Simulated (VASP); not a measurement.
# BeCr2 (Pn-3m) in VASP: single point with r2SCAN

Aim: the single point of BeCr2 with r2SCAN.

Everything below comes from runs of VASP 6.6.1. Logs are shortened: lines on timing, memory, paths and dates and some standing lists are left out, and cuts for length are marked.

### 1 The cell of the first run

Symmetry: Pn-3m, No. 224, cubic system. Conventional cell: a = 4.123 Å, b = 4.123 Å, c = 4.123 Å, α = 90.00°, β = 90.00°, γ = 90.00°. Be (site symmetry -43m) has 4 Cr at 1.79 Å within 2.4 Å. Within 2.4 Å of Cr (site symmetry -3m) lie 2 Be at 1.79 Å.

### 2 Single point, r2SCAN, collinear spin, ferromagnetic start

The input, POSCAR:

```
BeCr2
1.0
    4.1233173663      0.0000000000      0.0000000000
    0.0000000000      4.1233173663      0.0000000000
    0.0000000000      0.0000000000      4.1233173663
Be Cr
2 4
Direct
    0.0000000000      0.0000000000      0.0000000000
    0.5000000000      0.5000000000      0.5000000000
    0.2500000000      0.2500000000      0.2500000000
    0.2500000000      0.7500000000      0.7500000000
    0.7500000000      0.7500000000      0.2500000000
    0.7500000000      0.2500000000      0.7500000000
```

The input, INCAR.step1:

```
SYSTEM = BeCr2
PREC = Accurate
ENCUT = 660
ISMEAR = 0
SIGMA = 0.1
LREAL = .FALSE.
LASPH = .TRUE.
NELM = 200
ISPIN = 2
MAGMOM = 0 0 3 3 3 3
LMAXMIX = 4
NBANDS = 39
GGA = PE
ALGO = Normal
EDIFF = 1E-5
LWAVE = .TRUE.
LCHARG = .FALSE.
GGA_COMPAT = .FALSE.
```

The input, INCAR.step2:

```
SYSTEM = BeCr2
PREC = Accurate
ENCUT = 660
EDIFF = 1E-6
ISMEAR = 0
SIGMA = 0.1
LREAL = .FALSE.
LASPH = .TRUE.
NELM = 200
ALGO = Normal
ISIF = 2
LWAVE = .FALSE.
LCHARG = .TRUE.
ISPIN = 2
MAGMOM = 0 0 3 3 3 3
LORBIT = 11
LMAXMIX = 4
METAGGA = R2SCAN
LMIXTAU = .TRUE.
LELF = .TRUE.
LVHAR = .TRUE.
NBANDS = 39
ISTART = 1
GGA_COMPAT = .FALSE.
```

The input, KPOINTS:

```
regular mesh
0
G
  4 4 4
  0 0 0
```

Potentials or basis: VASP PAW PBE potentials, release 64 (Be, Cr_pv).

Run with:

```
> cat potpaw_PBE.64/Be/POTCAR potpaw_PBE.64/Cr_pv/POTCAR > POTCAR
> cp INCAR.step1 INCAR
> mpirun -np 1 vasp_std > vasp.out
> cp INCAR.step2 INCAR
> mpirun -np 1 vasp_std > vasp.out
```

OUTCAR:

```text
SYSTEM = BeCr2
   PREC = Accurate
   ENCUT = 660
   EDIFF = 1E-6
   ISMEAR = 0
   LREAL = .FALSE.
   LASPH = .TRUE.
   NELM = 200
   ISIF = 2
   ISPIN = 2
   LORBIT = 11
   METAGGA = R2SCAN
   ISTART = 1

 ion  position               nearest neighbor table
   1  0.000  0.000  0.000-   3 1.79   4 1.79   5 1.79   6 1.79
   2  0.500  0.500  0.500-   3 1.79   4 1.79   5 1.79   6 1.79
   3  0.250  0.250  0.250-   1 1.79   2 1.79   4 2.92   5 2.92   6 2.92   4 2.92   6 2.92   4 2.92
                             5 2.92   4 2.92   5 2.92   6 2.92   6 2.92   5 2.92
   4  0.250  0.750  0.750-   1 1.79   2 1.79   3 2.92   5 2.92   6 2.92   3 2.92   5 2.92   3 2.92
                             6 2.92   3 2.92   5 2.92   6 2.92   5 2.92   6 2.92
   5  0.750  0.750  0.250-   1 1.79   2 1.79   3 2.92   4 2.92   6 2.92   4 2.92   6 2.92   3 2.92
                             6 2.92   6 2.92   3 2.92   4 2.92   4 2.92   3 2.92
   6  0.750  0.250  0.750-   1 1.79   2 1.79   3 2.92   4 2.92   5 2.92   3 2.92   5 2.92   4 2.92
                             5 2.92   5 2.92   3 2.92   4 2.92   3 2.92   4 2.92

  LATTYP: Found a simple cubic cell.
 ALAT       =     4.1233173663

  Lattice vectors:

 A1 = (   4.1233173663,   0.0000000000,   0.0000000000)
 A2 = (   0.0000000000,   4.1233173663,   0.0000000000)
 A3 = (   0.0000000000,   0.0000000000,   4.1233173663)

Analysis of symmetry for initial positions (statically):
=====================================================================
 Subroutine PRICEL returns:
 Original cell was already a primitive cell.

 Routine SETGRP: Setting up the symmetry group for a
 simple cubic supercell.

 Subroutine GETGRP returns: Found 48 space group operations
 (whereof 24 operations were pure point group operations)
 out of a pool of 48 trial point group operations.

The static configuration has the point symmetry T_d .
 The point group associated with its full space group is O_h .

Analysis of symmetry for dynamics (positions and initial velocities):
=====================================================================
 Subroutine PRICEL returns:
 Original cell was already a primitive cell.

 Routine SETGRP: Setting up the symmetry group for a
 simple cubic supercell.

 Subroutine GETGRP returns: Found 48 space group operations
 (whereof 24 operations were pure point group operations)
 out of a pool of 48 trial point group operations.

The dynamic configuration has the point symmetry T_d .
 The point group associated with its full space group is O_h .

Analysis of structural, dynamic, and magnetic symmetry:
=====================================================================
 Subroutine PRICEL returns:
 Original cell was already a primitive cell.

 Routine SETGRP: Setting up the symmetry group for a
 simple cubic supercell.

 Subroutine GETGRP returns: Found 48 space group operations
 (whereof 24 operations were pure point group operations)
 out of a pool of 48 trial point group operations.

The overall configuration has the point symmetry T_d .
 The point group associated with its full space group is O_h .

 Subroutine INISYM returns: Found 48 space group operations
 (whereof 24 operations are pure point group operations),
 and found     1 'primitive' translations

----------------------------------------------------------------------------------------

                                     Primitive cell

  volume of cell :      70.1036

  direct lattice vectors                    reciprocal lattice vectors
     4.123317366  0.000000000  0.000000000     0.242523170  0.000000000  0.000000000
     0.000000000  4.123317366  0.000000000     0.000000000  0.242523170  0.000000000
     0.000000000  0.000000000  4.123317366     0.000000000  0.000000000  0.242523170

  length of vectors
     4.123317366  4.123317366  4.123317366     0.242523170  0.242523170  0.242523170

  position of ions in fractional coordinates (direct lattice)
     0.000000000  0.000000000  0.000000000
     0.500000000  0.500000000  0.500000000
     0.250000000  0.250000000  0.250000000
     0.250000000  0.750000000  0.750000000
     0.750000000  0.750000000  0.250000000
     0.750000000  0.250000000  0.750000000

  ion indices of the primitive-cell ions
   primitive index   ion index
[... 35 lines left out ...]
  0.000000  0.000000  0.000000      1.000000
  0.250000  0.000000  0.000000      6.000000
  0.500000  0.000000  0.000000      3.000000
  0.250000  0.250000  0.000000     12.000000
  0.500000  0.250000  0.000000     12.000000
  0.500000  0.500000  0.000000      3.000000
  0.250000  0.250000  0.250000      8.000000
  0.500000  0.250000  0.250000     12.000000
  0.500000  0.500000  0.250000      6.000000
  0.500000  0.500000  0.500000      1.000000
   k-points           NKPTS =     10   k-points in BZ     NKDIM =     10   number of bands    NBANDS=     39
   number of dos      NEDOS =    301   number of ions     NIONS =      6
   total plane-waves  NPLWV =  46656
   dimension x,y,z NGX =    36 NGY =   36 NGZ =   36
   dimension x,y,z NGXF=    72 NGYF=   72 NGZF=   72
   ions per type =               2   4
   NGX,Y,Z   is equivalent  to a cutoff of  14.51, 14.51, 14.51 a.u.
   NGXF,Y,Z  is equivalent  to a cutoff of  29.03, 29.03, 29.03 a.u.
 SYSTEM =  BeCr2
   PREC   = accura    normal or accurate (medium, high low for compatibility)
   ISTART =      1    job   : 0-new  1-cont  2-samecut
   ICHARG =      0    charge: 1-file 2-atom 10-const
   ISPIN  =      2    spin polarized calculation?
   LNONCOLLINEAR =      F non collinear calculations
   LSORBIT =      F    spin-orbit coupling
   LASPH  =      T    aspherical Exc in radial PAW
   ENCUT  =  660.0 eV  48.51 Ry    6.96 a.u.   8.64  8.64  8.64*2*pi/ulx,y,z
   NELM   =    200;   NELMIN=  2; NELMDL=  0     # of ELM steps
   EDIFF  = 0.1E-05   stopping-criterion for ELM
   LREAL  =      F    real-space projection
[... 7 lines left out ...]
   TEBEG  =    0.0;   TEEND  =   0.0 temperature during run
   PSTRESS=    0.0 pullay stress
   NELECT =      52.0000    total number of electrons
   NUPDOWN=      -1.0000    fix difference up-down
   EMIN   =  10.00;   EMAX   =-10.00  energy-range for DOS
   EFERMI =   0.00;   METHOD = LEGACY
   ISMEAR =     0;   SIGMA  =   0.10  broadening in eV -4-tet -1-fermi 0-gaus
   EFERMI_NEDOS =   21; number of points for ismear=-14 and -15
   IALGO  =     38    algorithm
   IMIX   =      4    mixing-type and parameters
     AMIX     =   0.40;   BMIX     =  1.00
     AMIX_MAG =   1.60;   BMIX_MAG =  1.00
  volume/ion in A,a.u.               =      11.68        78.85
  Fermi-wavevector in a.u.,A,eV,Ry     =   1.481935  2.800451 29.880185  2.196132
  Thomas-Fermi vector in A             =   2.595784
   LORBIT       =     11    0 simple, 1 ext, 2 COOP (PROOUT), +10 PAW based schemes
   METAGGA = R2SCAN    functional components
   LHFCALC =     F    Hartree Fock is set to
   AEXX    =    0.0000 exact exchange contribution
   IVDW    =     0    specifies the selected vdW correction
   LEPSILON=     F    determine dielectric tensor
   LRPA    =     F    only Hartree local field effects (RPA)
 spin polarized calculation
 Gauss-broadening in eV      SIGMA  =   0.10
  energy-cutoff  :      660.00
  volume of cell :       70.10
 maximum number of plane-waves:      2730
 NGX is ok and might be reduce to    36
   NGX = 17   NGY = 17   NGZ = 17

 number of electron      51.9999993 magnetization       5.1712941

 Free energy of the ion-electron system (eV)
  ---------------------------------------------------
  ext. energy  EPLUGINS =         0.00000000
  ---------------------------------------------------
  free energy    TOTEN  =       -53.94429451 eV

  energy without entropy =      -53.90675637  energy(sigma->0) =      -53.92552544

 E-fermi :   7.5303     XC(G=0): -13.0733

 val. band max:        7.5260653300   @ k =   0.2500   0.2500   0.0000
 cond. band min:       7.5399387351   @ k =   0.2500   0.0000   0.0000
 fundamental gap:      0.0138734051
 Fermi energy:         7.5302975553

 spin component 1

 k-point     1 :       0.0000    0.0000    0.0000
  band No.  band energies     occupation
      1     -37.5506      1.00000
      2     -37.5506      1.00000
      3     -37.4090      1.00000
      4     -37.4090      1.00000
      5     -37.4090      1.00000
      6     -37.3660      1.00000
[... 399 lines left out ...]
     37      10.7276      0.00000
     38      10.7276      0.00000
 Fermi energy:         7.5302975553

 spin component 2

 k-point     1 :       0.0000    0.0000    0.0000
  band No.  band energies     occupation
      1     -35.9937      1.00000
      2     -35.8335      1.00000
      3     -35.8335      1.00000
      4     -35.8335      1.00000
      5     -35.6152      1.00000
      6     -35.6151      1.00000
[... 399 lines left out ...]
     37      12.9050      0.00000
     38      12.9056      0.00000
 [bands above 38 left out]

------------------------ aborting loop because EDIFF is reached ----------------------------------------

  FORCE on cell =-STRESS in cart. coord.  units (eV):
  Direction    XX          YY          ZZ          XY          YZ          ZX
  --------------------------------------------------------------------------------------
  -------------------------------------------------------------------------------------
  Total       11.3188202     11.3188202     11.3188202     -0.0000000     -0.0000000      0.0000000
  in kB      258.6851227    258.6851227    258.6851227     -0.0000000     -0.0000000      0.0000000
  external PRESSURE =     258.6851227 kB  Pullay stress =       0.0000000 kB

 VOLUME and BASIS-vectors are now :
 -----------------------------------------------------------------------------
  energy-cutoff  :      660.00
  volume of cell :       70.10
      direct lattice vectors                 reciprocal lattice vectors
     4.123317366  0.000000000  0.000000000     0.242523170  0.000000000  0.000000000
     0.000000000  4.123317366  0.000000000     0.000000000  0.242523170  0.000000000
     0.000000000  0.000000000  4.123317366     0.000000000  0.000000000  0.242523170

 POSITION                                       TOTAL-FORCE (eV/Angst)
 -----------------------------------------------------------------------------------
      0.00000      0.00000      0.00000         0.000000     -0.000000     -0.000000
      2.06166      2.06166      2.06166         0.000000     -0.000000     -0.000000
      1.03083      1.03083      1.03083        -0.000000     -0.000000      0.000000
      1.03083      3.09249      3.09249         0.000000      0.000000      0.000000
      3.09249      3.09249      1.03083         0.000000      0.000000     -0.000000
      3.09249      1.03083      3.09249         0.000000      0.000000     -0.000000
 -----------------------------------------------------------------------------------
    total drift:                                0.000000      0.000000      0.000000

  FREE ENERGIE OF THE ION-ELECTRON SYSTEM (eV)
  ---------------------------------------------------
  free  energy   TOTEN  =       -53.9442945107 eV

  energy  without entropy=      -53.9067563701  energy(sigma->0) =      -53.92552544

 total charge

# of ion       s       p       d       tot
------------------------------------------
    1        0.721   1.230   0.000   1.951
    2        0.721   1.230   0.000   1.951
    3        0.549   6.300   4.310  11.158
    4        0.549   6.300   4.310  11.158
    5        0.549   6.300   4.310  11.158
    6        0.549   6.300   4.310  11.158
--------------------------------------------------
tot          3.637  27.659  17.239  48.535

 magnetization (x)

# of ion       s       p       d       tot
------------------------------------------
    1       -0.028  -0.086   0.000  -0.114
    2       -0.028  -0.086   0.000  -0.114
    3        0.028   0.000   1.250   1.277
    4        0.028   0.000   1.250   1.277
    5        0.028   0.000   1.250   1.277
    6        0.028   0.000   1.250   1.277
--------------------------------------------------
tot          0.054  -0.171   4.998   4.881
```

It took 2.2 min on 1 thread of Intel Xeon 6975P-C (Granite Rapids), shared host; peak memory 0.28 GiB.

Results:

- Free energy: -53.9443 eV
- Pressure: 25.9 GPa
- Net moment: 5.17 μB per cell
- Site moments: Be -0.11; Cr +1.28 μB
- Valence electrons inside the program's atomic spheres: Be 1.95; Cr 11.16

Levels at points of the mesh, in eV from the Fermi level:
Spin up:
```tsv
k point	band 26	band 27	band 28	band 29	band 30	band 31
(0.00, 0.00, 0.00)	0.68	0.68	0.87	1.06	1.06	1.06
(0.50, 0.00, 0.00)	-0.92	-0.12	-0.12	0.10	0.10	0.29
(0.50, 0.50, 0.00)	-0.80	-0.58	-0.58	-0.54	-0.54	0.53
(0.50, 0.50, 0.50)	-0.99	-0.99	-0.99	0.49	0.49	0.49
```
Spin down:
| k point | band 21 | band 22 | band 23 | band 24 | band 25 | band 26 |
| --- | --- | --- | --- | --- | --- | --- |
| (0.00, 0.00, 0.00) | -0.31 | -0.31 | 0.77 | 2.10 | 2.10 | 2.10 |
| (0.50, 0.00, 0.00) | -1.09 | -1.09 | -0.61 | -0.61 | 1.20 | 1.20 |
| (0.50, 0.50, 0.00) | -0.73 | -0.73 | -0.59 | -0.59 | 0.94 | 0.94 |
| (0.50, 0.50, 0.50) | -1.04 | -1.04 | -1.04 | 0.36 | 0.36 | 1.12 |

Caveat: the k points lie up to 0.38 Å⁻¹ apart; the PAW data sets were made with another functional, which shifts forces and pressure a little.
